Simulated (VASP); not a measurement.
# Cs2SrAgBr6 (Fm-3m) in VASP: single point with PBE

Aim: the single point of Cs2SrAgBr6 with PBE.

Everything below comes from runs of VASP 6.6.1. Logs are shortened: lines on timing, memory, paths and dates and some standing lists are left out, and cuts for length are marked.

### 1 The cell of the first run

The structure is cubic, space group Fm-3m (No. 225). Conventional cell: a = 11.221 Å, b = 11.221 Å, c = 11.221 Å, α = 90.00°, β = 90.00°, γ = 90.00°. Sr (site symmetry m-3m) has 6 Br at 2.81 Å within 3.7 Å. Within 3.7 Å of Ag (site symmetry m-3m) lie 6 Br at 2.80 Å. Within 5.2 Å of Cs (site symmetry -43m) lie 12 Br at 3.97 Å and 4 Sr at 4.86 Å and 4 Ag at 4.86 Å. Br (site symmetry 4mm) has 1 Ag at 2.80 Å and 1 Sr at 2.81 Å within 3.7 Å.

### 2 Single point, PBE

INCAR

```
SYSTEM = Cs2SrAgBr6
PREC = Accurate
ENCUT = 520
EDIFF = 1E-7
ISMEAR = -1
SIGMA = 0.1193
LREAL = .False.
LASPH = .True.
NELM = 80
ALGO = Normal
ISIF = 2
LWAVE = .False.
LCHARG = .True.
GGA = PE
LELF = .True.
LVHAR = .True.
NBANDS = 52
```

KPOINTS

```
regular mesh
0
Gamma
  3 3 3
  0 0 0
```

POSCAR

```
Cs2SrAgBr6
1.0
    0.0000000000      5.6102780000      5.6102780000
    5.6102780000      0.0000000000      5.6102780000
    5.6102780000      5.6102780000      0.0000000000
Sr Ag Cs Br
1 1 2 6
Direct
    0.0000000000      0.0000000000      0.0000000000
    0.5000000000      0.5000000000      0.5000000000
    0.2500000000      0.2500000000      0.2500000000
    0.7500000000      0.7500000000      0.7500000000
    0.2505500000      0.7494500000      0.2505500000
    0.2505500000      0.7494500000      0.7494500000
    0.7494500000      0.2505500000      0.7494500000
    0.7494500000      0.2505500000      0.2505500000
    0.2505500000      0.2505500000      0.7494500000
    0.7494500000      0.7494500000      0.2505500000
```

Potentials or basis: VASP PAW PBE potentials, release 64 (Sr_sv, Ag, Cs_sv, Br).

On the command line:

```bash
> cat potpaw_PBE.64/Sr_sv/POTCAR potpaw_PBE.64/Ag/POTCAR potpaw_PBE.64/Cs_sv/POTCAR potpaw_PBE.64/Br/POTCAR > POTCAR
> mpirun -np 1 vasp_std > vasp.out
```

OUTCAR:

```text
SYSTEM = Cs2SrAgBr6
   PREC = Accurate
   ENCUT = 520
   EDIFF = 1E-7
   ISMEAR = -1
   LREAL = .False.
   LASPH = .True.
   NELM = 80
   ISIF = 2
   GGA = PE

 ion  position               nearest neighbor table
   1  0.000  0.000  0.000-   5 2.81   6 2.81   7 2.81   8 2.81   9 2.81  10 2.81
   2  0.500  0.500  0.500-   5 2.80   6 2.80   7 2.80   8 2.80   9 2.80  10 2.80
   3  0.250  0.250  0.250-
   4  0.750  0.750  0.750-
   5  0.251  0.749  0.251-   2 2.80   1 2.81
   6  0.251  0.749  0.749-   2 2.80   1 2.81
   7  0.749  0.251  0.749-   2 2.80   1 2.81
   8  0.749  0.251  0.251-   2 2.80   1 2.81
   9  0.251  0.251  0.749-   2 2.80   1 2.81
  10  0.749  0.749  0.251-   2 2.80   1 2.81

  LATTYP: Found a face centered cubic cell.
 ALAT       =    11.2205560000

  Lattice vectors:

 A1 = (   0.0000000000,   5.6102780000,   5.6102780000)
 A2 = (   5.6102780000,   0.0000000000,   5.6102780000)
 A3 = (   5.6102780000,   5.6102780000,   0.0000000000)

Analysis of symmetry for initial positions (statically):
=====================================================================
 Subroutine PRICEL returns:
 Original cell was already a primitive cell.

 Routine SETGRP: Setting up the symmetry group for a
 face centered cubic supercell.

 Subroutine GETGRP returns: Found 48 space group operations
 (whereof 48 operations were pure point group operations)
 out of a pool of 48 trial point group operations.

The static configuration has the point symmetry O_h .

Analysis of symmetry for dynamics (positions and initial velocities):
=====================================================================
 Subroutine PRICEL returns:
 Original cell was already a primitive cell.

 Routine SETGRP: Setting up the symmetry group for a
 face centered cubic supercell.

 Subroutine GETGRP returns: Found 48 space group operations
 (whereof 48 operations were pure point group operations)
 out of a pool of 48 trial point group operations.

The dynamic configuration has the point symmetry O_h .

 Subroutine INISYM returns: Found 48 space group operations
 (whereof 48 operations are pure point group operations),
 and found     1 'primitive' translations

----------------------------------------------------------------------------------------

                                     Primitive cell

  volume of cell :     353.1695

  direct lattice vectors                    reciprocal lattice vectors
     0.000000000  5.610278000  5.610278000    -0.089122143  0.089122143  0.089122143
     5.610278000  0.000000000  5.610278000     0.089122143 -0.089122143  0.089122143
     5.610278000  5.610278000  0.000000000     0.089122143  0.089122143 -0.089122143

  length of vectors
     7.934131236  7.934131236  7.934131236     0.154364080  0.154364080  0.154364080

  position of ions in fractional coordinates (direct lattice)
     0.000000000  0.000000000  0.000000000
     0.500000000  0.500000000  0.500000000
     0.250000000  0.250000000  0.250000000
     0.750000000  0.750000000  0.750000000
     0.250550000  0.749450000  0.250550000
     0.250550000  0.749450000  0.749450000
     0.749450000  0.250550000  0.749450000
     0.749450000  0.250550000  0.250550000
     0.250550000  0.250550000  0.749450000
     0.749450000  0.749450000  0.250550000

  ion indices of the primitive-cell ions
   primitive index   ion index
                 1           1
                 2           2
                 3           3
                 4           4
                 5           5
                 6           6
                 7           7
                 8           8
                 9           9
                10          10

----------------------------------------------------------------------------------------

 KPOINTS: regular mesh

Automatic generation of k-mesh.
 Grid dimensions read from file:
 generate k-points for:    3    3    3

 Generating k-lattice:

  Cartesian coordinates                     Fractional coordinates (reciprocal lattice)
    -0.029707381  0.029707381  0.029707381     0.333333333  0.000000000  0.000000000
     0.029707381 -0.029707381  0.029707381     0.000000000  0.333333333  0.000000000
     0.029707381  0.029707381 -0.029707381     0.000000000  0.000000000  0.333333333

  Length of vectors
     0.051454693  0.051454693  0.051454693

  Shift w.r.t. Gamma in fractional coordinates (k-lattice)
     0.000000000  0.000000000  0.000000000

 Subroutine IBZKPT returns following result:
 ===========================================

 Found      4 irreducible k-points:

 Following reciprocal coordinates:
            Coordinates               Weight
  0.000000  0.000000  0.000000      1.000000
  0.333333  0.000000  0.000000      8.000000
  0.333333  0.333333  0.000000      6.000000
 -0.333333  0.333333  0.000000     12.000000
   k-points           NKPTS =      4   k-points in BZ     NKDIM =      4   number of bands    NBANDS=     52
   number of dos      NEDOS =    301   number of ions     NIONS =     10
   total plane-waves  NPLWV = 216000
   dimension x,y,z NGX =    60 NGY =   60 NGZ =   60
   dimension x,y,z NGXF=   120 NGYF=  120 NGZF=  120
   ions per type =               1   1   2   6
   NGX,Y,Z   is equivalent  to a cutoff of  12.57, 12.57, 12.57 a.u.
   NGXF,Y,Z  is equivalent  to a cutoff of  25.14, 25.14, 25.14 a.u.
 SYSTEM =  Cs2SrAgBr6
   PREC   = accura    normal or accurate (medium, high low for compatibility)
   ISTART =      0    job   : 0-new  1-cont  2-samecut
   ICHARG =      2    charge: 1-file 2-atom 10-const
   ISPIN  =      1    spin polarized calculation?
   LNONCOLLINEAR =      F non collinear calculations
   LSORBIT =      F    spin-orbit coupling
   LASPH  =      T    aspherical Exc in radial PAW
   ENCUT  =  520.0 eV  38.22 Ry    6.18 a.u.  14.75 14.75 14.75*2*pi/ulx,y,z
   NELM   =     80;   NELMIN=  2; NELMDL= -5     # of ELM steps
   EDIFF  = 0.1E-06   stopping-criterion for ELM
   LREAL  =      F    real-space projection
   EDIFFG = 0.1E-05   stopping-criterion for IOM
   NSW    =      0    number of steps for IOM
   IBRION =     -1    ionic relax: 0-MD 1-quasi-New 2-CG
   NFREE  =      0    steps in history (QN), initial steepest desc. (CG)
   ISIF   =      2    stress and relaxation
   ISYM   =      2    0-nonsym 1-usesym 2-fastsym
   POTIM  = 0.5000    time-step for ionic-motion
   TEBEG  =    0.0;   TEEND  =   0.0 temperature during run
   PSTRESS=    0.0 pullay stress
   NELECT =      81.0000    total number of electrons
   NUPDOWN=      -1.0000    fix difference up-down
   EMIN   =  10.00;   EMAX   =-10.00  energy-range for DOS
   EFERMI =   0.00;   METHOD = LEGACY
   ISMEAR =    -1;   SIGMA  =   0.12  broadening in eV -4-tet -1-fermi 0-gaus
   EFERMI_NEDOS =   21; number of points for ismear=-14 and -15
   IALGO  =     38    algorithm
   IMIX   =      4    mixing-type and parameters
     AMIX     =   0.40;   BMIX     =  1.00
     AMIX_MAG =   1.60;   BMIX_MAG =  1.00
  volume/ion in A,a.u.               =      35.32       238.33
  Fermi-wavevector in a.u.,A,eV,Ry     =   1.002095  1.893685 13.662888  1.004194
  Thomas-Fermi vector in A             =   2.134560
   LORBIT       =      0    0 simple, 1 ext, 2 COOP (PROOUT), +10 PAW based schemes
   GGA     = PE    functional components
   LHFCALC =     F    Hartree Fock is set to
   AEXX    =    0.0000 exact exchange contribution
   IVDW    =     0    specifies the selected vdW correction
   LEPSILON=     F    determine dielectric tensor
   LRPA    =     F    only Hartree local field effects (RPA)
 non-spin polarized calculation
  energy-cutoff  :      520.00
  volume of cell :      353.17
 maximum number of plane-waves:      9531
   NGX = 29   NGY = 29   NGZ = 29

 number of electron      81.0000008 magnetization

 Free energy of the ion-electron system (eV)
  ---------------------------------------------------
  ext. energy  EPLUGINS =         0.00000000
  ---------------------------------------------------
  free energy    TOTEN  =       -29.64649085 eV

  energy without entropy =      -29.42498818  energy(sigma->0) =      -29.53573951

 E-fermi :   0.1589     XC(G=0):  -8.0876

 val. band max:        0.1443175968   @ k =   0.3333   0.0000   0.0000
 cond. band min:       3.8364049830   @ k =   0.0000   0.0000   0.0000
 fundamental gap:      3.6920873862
 Fermi energy:         0.1588707570

 k-point     1 :       0.0000    0.0000    0.0000
  band No.  band energies     occupation
      1     -32.8660      2.00000
      2     -19.8146      2.00000
      3     -19.8082      2.00000
      4     -15.3173      2.00000
      5     -15.3173      2.00000
      6     -15.3173      2.00000
[... 44 lines left out ...]
     51       5.8313      0.00000
     52       6.1663      0.00000

 k-point     2 :       0.3333    0.0000    0.0000
  band No.  band energies     occupation
      1     -32.8660      2.00000
      2     -19.8128      2.00000
      3     -19.8095      2.00000
      4     -15.3247      2.00000
      5     -15.3157      2.00000
      6     -15.3157      2.00000
[... 44 lines left out ...]
     51       6.5953      0.00000
     52       7.0341      0.00000

 k-point     3 :       0.3333    0.3333    0.0000
  band No.  band energies     occupation
      1     -32.8660      2.00000
      2     -19.8127      2.00000
      3     -19.8094      2.00000
      4     -15.3188      2.00000
      5     -15.3181      2.00000
      6     -15.3181      2.00000
[... 44 lines left out ...]
     51       6.9668      0.00000
     52       6.9995      0.00000

 k-point     4 :      -0.3333    0.3333    0.0000
  band No.  band energies     occupation
      1     -32.8660      2.00000
      2     -19.8110      2.00000
      3     -19.8110      2.00000
      4     -15.3222      2.00000
      5     -15.3181      2.00000
      6     -15.3161      2.00000
[... 44 lines left out ...]
     51       7.0806      0.00000
     52       7.2338      0.00000

------------------------ aborting loop because EDIFF is reached ----------------------------------------

  FORCE on cell =-STRESS in cart. coord.  units (eV):
  Direction    XX          YY          ZZ          XY          YZ          ZX
  --------------------------------------------------------------------------------------
  -------------------------------------------------------------------------------------
  Total        5.3247009      5.3247009      5.3247009     -0.0000000     -0.0000000     -0.0000000
  in kB       24.1558684     24.1558684     24.1558684     -0.0000000     -0.0000000     -0.0000000
  external PRESSURE =      24.1558684 kB  Pullay stress =       0.0000000 kB

 VOLUME and BASIS-vectors are now :
 -----------------------------------------------------------------------------
  energy-cutoff  :      520.00
  volume of cell :      353.17
      direct lattice vectors                 reciprocal lattice vectors
     0.000000000  5.610278000  5.610278000    -0.089122143  0.089122143  0.089122143
     5.610278000  0.000000000  5.610278000     0.089122143 -0.089122143  0.089122143
     5.610278000  5.610278000  0.000000000     0.089122143  0.089122143 -0.089122143

 POSITION                                       TOTAL-FORCE (eV/Angst)
 -----------------------------------------------------------------------------------
      0.00000      0.00000      0.00000         0.000000      0.000000      0.000000
      5.61028      5.61028      5.61028         0.000000      0.000000     -0.000000
      2.80514      2.80514      2.80514        -0.000000      0.000000     -0.000000
      8.41542      8.41542      8.41542        -0.000000      0.000000      0.000000
      5.61028      2.81131      5.61028         0.000000      0.987741      0.000000
      8.40925      5.61028      5.61028        -0.987741      0.000000      0.000000
      5.61028      8.40925      5.61028         0.000000     -0.987741      0.000000
      2.81131      5.61028      5.61028         0.987741      0.000000      0.000000
      5.61028      5.61028      2.81131         0.000000      0.000000      0.987741
      5.61028      5.61028      8.40925         0.000000      0.000000     -0.987741
 -----------------------------------------------------------------------------------
    total drift:                                0.000000      0.000000     -0.000000

  FREE ENERGIE OF THE ION-ELECTRON SYSTEM (eV)
  ---------------------------------------------------
  free  energy   TOTEN  =       -29.6464908457 eV

  energy  without entropy=      -29.4249881792  energy(sigma->0) =      -29.53573951
```

Wall time 1.9 min (1 thread of Intel Xeon Platinum 8375C at 2.90GHz (Ice Lake), shared host); peak memory 0.53 GiB.

What came out:

```
Free energy            : -29.6465 eV
Pressure               : 2.4 GPa
Largest force          : 0.988 eV/Å
Band gap on the k mesh : zero (an odd number of electrons rules out a gap without spin polarisation)
```

Forces in eV/Å, atoms in the order of the input:
```
Sr   0.000  0.000  0.000
Ag   0.000  0.000  0.000
Cs   0.000  0.000  0.000
Cs   0.000  0.000  0.000
Br   0.000  0.988  0.000
Br  -0.988  0.000  0.000
Br   0.000 -0.988  0.000
Br   0.988  0.000  0.000
Br   0.000  0.000  0.988
Br   0.000  0.000 -0.988
```

Levels at points of the mesh, in eV from the Fermi level:
| k point | band 37 | band 38 | band 39 | band 40 | band 41 | band 42 | band 43 | band 44 | band 45 | band 46 |
| --- | --- | --- | --- | --- | --- | --- | --- | --- | --- | --- |
| (0.00, 0.00, 0.00) | -0.47 | -0.47 | -0.40 | -0.40 | -0.40 | 3.68 | 4.88 | 5.31 | 5.31 | 5.35 |

Caveat: spin-orbit coupling is left out, which moves the levels of the heavy elements; an odd number of electrons without spin polarisation forces a metal; a magnetic or distorted state may lie lower.
